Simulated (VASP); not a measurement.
# MgS (P6_3mc) in VASP: further runs

MgS is run at these levels: PBE; tasks: single point.

Everything below comes from runs of VASP 6.6.1. Logs are shortened: lines on timing, memory, paths and dates and some standing lists are left out, and cuts for length are marked.

### 1 The cell of the first run

Symmetry: P6_3mc, No. 186, hexagonal system. The conventional cell has a = 3.971 Å, b = 3.971 Å, c = 6.359 Å, α = 90.00°, β = 90.00°, γ = 120.00°. Within 3.2 Å of Mg (site symmetry 3m) lie 4 S at 2.41 to 2.42 Å. S (site symmetry 3m) has 4 Mg at 2.41 to 2.42 Å within 3.2 Å.

### 2 Single point, PBE (volume changed by -6%)

The input, INCAR:

```
  PREC = Accurate
  ENCUT = 520
  EDIFF = 1E-7
  ISMEAR = 0
  SIGMA = 0.01
  LREAL = F
  LASPH = T
  NELM = 80
  ALGO = Normal
  ISIF = 2
  LWAVE = F
  LCHARG = F
  GGA = PE
  NBANDS = 16
```

The input, KPOINTS:

```
regular mesh
0
Gamma
  6 6 4
```

The input, POSCAR:

```
MgS
1.0
    3.9710262419      0.0000000000      0.0000000000
   -1.9855131210      3.4390096046      0.0000000000
    0.0000000000      0.0000000000      6.3589824377
Mg S
2 2
Direct
    0.3333333333      0.6666666667     -0.0029409542
    0.6666666667      0.3333333333      0.4970590458
    0.3333333333      0.6666666667      0.3779409542
    0.6666666667      0.3333333333      0.8779409542
```

Potentials or basis: VASP PAW PBE potentials, release 64 (Mg, S).

Run with:

```bash
$ cat potpaw_PBE.64/Mg/POTCAR potpaw_PBE.64/S/POTCAR > POTCAR
$ mpirun -np 1 vasp_std > vasp.out
```

OUTCAR:

```text
PREC = Accurate
   ENCUT = 520
   EDIFF = 1E-7
   ISMEAR = 0
   LREAL = F
   LASPH = T
   NELM = 80
   ISIF = 2
   GGA = PE

 ion  position               nearest neighbor table
   1  0.333  0.667  0.997-   4 2.41   4 2.41   4 2.41   3 2.42
   2  0.667  0.333  0.497-   3 2.41   3 2.41   3 2.41   4 2.42
   3  0.333  0.667  0.378-   2 2.41   2 2.41   2 2.41   1 2.42
   4  0.667  0.333  0.878-   1 2.41   1 2.41   1 2.41   2 2.42

  LATTYP: Found a hexagonal cell.
 ALAT       =     3.9710262419
 C/A-ratio  =     1.6013448540

  Lattice vectors:

 A1 = (   3.9710262419,   0.0000000000,   0.0000000000)
 A2 = (  -1.9855131210,   3.4390096046,   0.0000000000)
 A3 = (   0.0000000000,   0.0000000000,   6.3589824377)

Analysis of symmetry for initial positions (statically):
=====================================================================
 Subroutine PRICEL returns:
 Original cell was already a primitive cell.

 Routine SETGRP: Setting up the symmetry group for a
 hexagonal supercell.

 Subroutine GETGRP returns: Found 12 space group operations
 (whereof  6 operations were pure point group operations)
 out of a pool of 24 trial point group operations.

The static configuration has the point symmetry C_3v.
 The point group associated with its full space group is C_6v.

Analysis of symmetry for dynamics (positions and initial velocities):
=====================================================================
 Subroutine PRICEL returns:
 Original cell was already a primitive cell.

 Routine SETGRP: Setting up the symmetry group for a
 hexagonal supercell.

 Subroutine GETGRP returns: Found 12 space group operations
 (whereof  6 operations were pure point group operations)
 out of a pool of 24 trial point group operations.

The dynamic configuration has the point symmetry C_3v.
 The point group associated with its full space group is C_6v.

 Subroutine INISYM returns: Found 12 space group operations
 (whereof  6 operations are pure point group operations),
 and found     1 'primitive' translations

----------------------------------------------------------------------------------------

[... 89 lines left out ...]
   LASPH  =      T    aspherical Exc in radial PAW
   ENCUT  =  520.0 eV  38.22 Ry    6.18 a.u.   7.38  7.38 11.82*2*pi/ulx,y,z
   NELM   =     80;   NELMIN=  2; NELMDL= -5     # of ELM steps
   EDIFF  = 0.1E-06   stopping-criterion for ELM
   LREAL  =      F    real-space projection
   EDIFFG = 0.1E-05   stopping-criterion for IOM
   NSW    =      0    number of steps for IOM
   IBRION =     -1    ionic relax: 0-MD 1-quasi-New 2-CG
   NFREE  =      0    steps in history (QN), initial steepest desc. (CG)
   ISIF   =      2    stress and relaxation
   ISYM   =      2    0-nonsym 1-usesym 2-fastsym
   POTIM  = 0.5000    time-step for ionic-motion
   TEBEG  =    0.0;   TEEND  =   0.0 temperature during run
   PSTRESS=    0.0 pullay stress
   NELECT =      16.0000    total number of electrons
   NUPDOWN=      -1.0000    fix difference up-down
   EMIN   =  10.00;   EMAX   =-10.00  energy-range for DOS
   EFERMI =   0.00;   METHOD = LEGACY
   ISMEAR =     0;   SIGMA  =   0.01  broadening in eV -4-tet -1-fermi 0-gaus
   EFERMI_NEDOS =   21; number of points for ismear=-14 and -15
   IALGO  =     38    algorithm
   IMIX   =      4    mixing-type and parameters
     AMIX     =   0.40;   BMIX     =  1.00
     AMIX_MAG =   1.60;   BMIX_MAG =  1.00
  volume/ion in A,a.u.               =      21.71       146.51
  Fermi-wavevector in a.u.,A,eV,Ry     =   0.931552  1.760377 11.806977  0.867788
  Thomas-Fermi vector in A             =   2.058057
   LORBIT       =      0    0 simple, 1 ext, 2 COOP (PROOUT), +10 PAW based schemes
   GGA     = PE    functional components
   LHFCALC =     F    Hartree Fock is set to
   AEXX    =    0.0000 exact exchange contribution
   IVDW    =     0    specifies the selected vdW correction
   LEPSILON=     F    determine dielectric tensor
   LRPA    =     F    only Hartree local field effects (RPA)
 non-spin polarized calculation
 Gauss-broadening in eV      SIGMA  =   0.01
  energy-cutoff  :      520.00
  volume of cell :       86.84
 maximum number of plane-waves:      2388
 NGX is ok and might be reduce to    30
   NGX = 15   NGY = 15   NGZ = 23

 number of electron      16.0000001 magnetization

 Free energy of the ion-electron system (eV)
  ---------------------------------------------------
  ext. energy  EPLUGINS =         0.00000000
  ---------------------------------------------------
  free energy    TOTEN  =       -16.92018885 eV

  energy without entropy =      -16.92018885  energy(sigma->0) =      -16.92018885

 E-fermi :   1.5552     XC(G=0):  -8.5505

 val. band max:        1.4469000176   @ k =   0.0000   0.0000   0.0000
 cond. band min:       5.1314597777   @ k =   0.0000   0.0000   0.0000
 fundamental gap:      3.6845597601
 Fermi energy:         1.5551921913

 k-point     1 :       0.0000    0.0000    0.0000
  band No.  band energies     occupation
      1     -10.0846      2.00000
      2      -9.2912      2.00000
      3      -1.9127      2.00000
      4       0.8955      2.00000
      5       0.8955      2.00000
      6       1.3255      2.00000
[... 376 lines left out ...]
      3      -1.4334      2.00000
      4      -1.4334      2.00000
      5      -0.6291      2.00000
      6      -0.6291      2.00000
[... 8 lines left out ...]
     15      10.8564      0.00000
     16      10.8564      0.00000

------------------------ aborting loop because EDIFF is reached ----------------------------------------

  FORCE on cell =-STRESS in cart. coord.  units (eV):
  Direction    XX          YY          ZZ          XY          YZ          ZX
  --------------------------------------------------------------------------------------
  -------------------------------------------------------------------------------------
  Total        2.0607800      2.0607800      1.9799029     -0.0000000      0.0000000      0.0000000
  in kB       38.0205548     38.0205548     36.5284053     -0.0000000      0.0000000      0.0000000
  external PRESSURE =      37.5231716 kB  Pullay stress =       0.0000000 kB

 VOLUME and BASIS-vectors are now :
 -----------------------------------------------------------------------------
  energy-cutoff  :      520.00
  volume of cell :       86.84
      direct lattice vectors                 reciprocal lattice vectors
     3.971026242  0.000000000  0.000000000     0.251824072  0.145390696  0.000000000
    -1.985513121  3.439009605  0.000000000     0.000000000  0.290781392  0.000000000
     0.000000000  0.000000000  6.358982438     0.000000000  0.000000000  0.157257865

 POSITION                                       TOTAL-FORCE (eV/Angst)
 -----------------------------------------------------------------------------------
     -0.00000      2.29267      6.34028        -0.000000      0.000000     -0.011817
      1.98551      1.14634      3.16079        -0.000000      0.000000     -0.011817
     -0.00000      2.29267      2.40332         0.000000     -0.000000      0.011817
      1.98551      1.14634      5.58281        -0.000000      0.000000      0.011817
 -----------------------------------------------------------------------------------
    total drift:                               -0.000000      0.000000      0.000613

  FREE ENERGIE OF THE ION-ELECTRON SYSTEM (eV)
  ---------------------------------------------------
  free  energy   TOTEN  =       -16.9201888497 eV

  energy  without entropy=      -16.9201888497  energy(sigma->0) =      -16.92018885
```

Wall time 15 s (1 thread of Intel Xeon 6975P-C (Granite Rapids), shared host); peak memory 0.2 GiB.

What came out:

* Free energy: -16.9202 eV
* Pressure: 3.8 GPa
* Largest force: 0.012 eV/Å
* Band gap on the k mesh: 3.68 eV, direct

Forces in eV/Å, atoms in the order of the input:
```
Mg   0.000  0.000 -0.012
Mg   0.000  0.000 -0.012
S    0.000  0.000  0.012
S    0.000  0.000  0.012
```

Caveat: the cell differs from its parent crystal (volume changed by -6%).

### 3 Single point, PBE (volume changed by -3%)

The input, INCAR:

```
  ALGO = Normal
  EDIFF = 1E-6
  ENCUT = 520
  GGA = PE
  ISIF = 2
  ISMEAR = 0
  LASPH = T
  LCHARG = F
  LREAL = F
  LWAVE = F
  NBANDS = 16
  NELM = 80
  PREC = Accurate
  SIGMA = 0.01
```

The input, KPOINTS:

```
k-points
0
Gamma
  6 6 4
```

The input, POSCAR:

```
MgS
1.0
    4.0128295902      0.0000000000      0.0000000000
   -2.0064147951      3.4752123661      0.0000000000
    0.0000000000      0.0000000000      6.4259240143
Mg S
2 2
Direct
    0.3333333333      0.6666666667     -0.0029409542
    0.6666666667      0.3333333333      0.4970590458
    0.3333333333      0.6666666667      0.3779409542
    0.6666666667      0.3333333333      0.8779409542
```

Potentials or basis: VASP PAW PBE potentials, release 64 (Mg, S).

Run with:

```bash
$ cat potpaw_PBE.64/Mg/POTCAR potpaw_PBE.64/S/POTCAR > POTCAR
$ mpirun -np 1 vasp_std > vasp.out
```

OUTCAR:

```text
EDIFF = 1E-6
   ENCUT = 520
   GGA = PE
   ISIF = 2
   ISMEAR = 0
   LASPH = T
   LREAL = F
   NELM = 80
   PREC = Accurate

 ion  position               nearest neighbor table
   1  0.333  0.667  0.997-   4 2.44   4 2.44   4 2.44   3 2.45
   2  0.667  0.333  0.497-   3 2.44   3 2.44   3 2.44   4 2.45
   3  0.333  0.667  0.378-   2 2.44   2 2.44   2 2.44   1 2.45
   4  0.667  0.333  0.878-   1 2.44   1 2.44   1 2.44   2 2.45

[... 594 lines left out ...]

  FORCE on cell =-STRESS in cart. coord.  units (eV):
  Direction    XX          YY          ZZ          XY          YZ          ZX
  --------------------------------------------------------------------------------------
  -------------------------------------------------------------------------------------
  Total        0.9414215      0.9414215      0.9033710      0.0000000      0.0000000     -0.0000000
  in kB       16.8316636     16.8316636     16.1513596      0.0000000      0.0000000     -0.0000000
  external PRESSURE =      16.6048956 kB  Pullay stress =       0.0000000 kB

 VOLUME and BASIS-vectors are now :
 -----------------------------------------------------------------------------
  energy-cutoff  :      520.00
  volume of cell :       89.61
      direct lattice vectors                 reciprocal lattice vectors
     4.012829590  0.000000000  0.000000000     0.249200714  0.143876099  0.000000000
    -2.006414795  3.475212366  0.000000000     0.000000000  0.287752199  0.000000000
     0.000000000  0.000000000  6.425924014     0.000000000  0.000000000  0.155619643

 POSITION                                       TOTAL-FORCE (eV/Angst)
 -----------------------------------------------------------------------------------
     -0.00000      2.31681      6.40703         0.000000      0.000000     -0.005378
      2.00641      1.15840      3.19406        -0.000000     -0.000000     -0.005378
     -0.00000      2.31681      2.42862        -0.000000     -0.000000      0.005378
      2.00641      1.15840      5.64158         0.000000     -0.000000      0.005378
 -----------------------------------------------------------------------------------
    total drift:                               -0.000000      0.000000      0.000407

  FREE ENERGIE OF THE ION-ELECTRON SYSTEM (eV)
  ---------------------------------------------------
  free  energy   TOTEN  =       -16.9669846743 eV

  energy  without entropy=      -16.9669846743  energy(sigma->0) =      -16.96698467
```

stdout:

```text
POSCAR found type information on POSCAR MgS
 POSCAR found :  2 types and       4 ions
 scaLAPACK will be used
 LDA part: xc-table for (Slater+PW92), standard interpolation
 POSCAR, INCAR and KPOINTS ok, starting setup
 FFT: planning ... GRIDC
 FFT: planning ... GRID_SOFT
 FFT: planning ... GRID
 WAVECAR not read
 entering main loop
```

Wall time 13 s (1 thread of Intel Xeon 6975P-C (Granite Rapids), shared host); peak memory 0.19 GiB.

What came out:

```yaml
Free_energy: -16.9670 eV
Pressure: 1.7 GPa
Largest_force: 0.005 eV/Å
Band_gap_on_the_k_mesh: 3.52 eV, direct
```

Forces in eV/Å, atoms in the order of the input:
```
Mg   0.000  0.000 -0.005
Mg   0.000  0.000 -0.005
S    0.000  0.000  0.005
S    0.000  0.000  0.005
```

Caveat: the cell differs from its parent crystal (volume changed by -3%).

### 4 Single point, PBE

This run uses another cell than the first one, of 23.10 Å³/atom, 1.064 times its volume.

The input, INCAR:

```
  PREC = Accurate
  ENCUT = 520
  EDIFF = 1E-6
  ISMEAR = 0
  SIGMA = 0.01
  LREAL = False
  LASPH = True
  NELM = 60
  ALGO = Normal
  ISIF = 2
  LWAVE = False
  LCHARG = True
  GGA = PE
  LELF = True
  LVHAR = True
  NBANDS = 16
```

The input, KPOINTS:

```
Automatic mesh
0
Gamma
  6 6 4
```

The input, POSCAR:

```
MgS
1.0
    4.0537796592      0.0000000000      0.0000000000
   -2.0268898296      3.5106761662      0.0000000000
    0.0000000000      0.0000000000      6.4914991966
Mg S
2 2
Direct
    0.3333333333      0.6666666667     -0.0029409542
    0.6666666667      0.3333333333      0.4970590458
    0.3333333333      0.6666666667      0.3779409542
    0.6666666667      0.3333333333      0.8779409542
```

Run with:

```bash
$ cat potpaw_PBE.64/Mg/POTCAR potpaw_PBE.64/S/POTCAR > POTCAR
$ mpirun -np 1 vasp_std > vasp.out
```

Run time: 15 s. Hardware: 1 thread of Intel Xeon 6975P-C (Granite Rapids), shared host; peak memory 0.2 GiB.

Results (log left out):

```yaml
Free_energy: -16.9802 eV
Pressure: -0.1 GPa
Band_gap_on_the_k_mesh: 3.37 eV, direct
```

Levels at points of the mesh, in eV from the valence-band top:
| k point | band 4 | band 5 | band 6 | band 7 | band 8 | band 9 | band 10 | band 11 | band 12 | band 13 |
| --- | --- | --- | --- | --- | --- | --- | --- | --- | --- | --- |
| (0.00, 0.00, 0.00) | -0.52 | -0.52 | -0.11 | -0.11 | 0.00 | 3.37 | 4.67 | 7.50 | 7.50 | 8.16 |
| (0.50, 0.00, 0.00) | -2.37 | -1.82 | -1.17 | -0.89 | -0.43 | 4.76 | 5.21 | 5.75 | 7.50 | 8.23 |
| (0.00, 0.00, 0.50) | -1.87 | -0.32 | -0.32 | -0.32 | -0.32 | 4.86 | 4.86 | 7.55 | 7.55 | 7.64 |
| (0.50, 0.00, 0.50) | -3.02 | -0.83 | -0.83 | -0.77 | -0.77 | 4.65 | 4.65 | 6.28 | 6.28 | 9.19 |

### 5 Summary

```tsv
cell	gap on the mesh (eV)	pressure (GPa)	largest force (eV/Å)
a = 3.971, b = 3.971, c = 6.359 Å, angles 90.0, 90.0, 120.0°, 4 atoms	3.68	3.8	0.01
a = 4.013, b = 4.013, c = 6.426 Å, angles 90.0, 90.0, 120.0°, 4 atoms	3.52	1.7	0.01
a = 4.054, b = 4.054, c = 6.491 Å, angles 90.0, 90.0, 120.0°, 4 atoms	3.37	-0.1	-
```

Alike in all rows: task single point; level PBE; potentials or basis VASP PAW PBE potentials, release 64 (Mg, S); no spin polarisation; k mesh 6 × 6 × 4; cutoff (eV) 520; smearing gaussian 0.01 eV.

Total energies depend on the potentials used, so only differences within one code and one set of settings carry meaning.
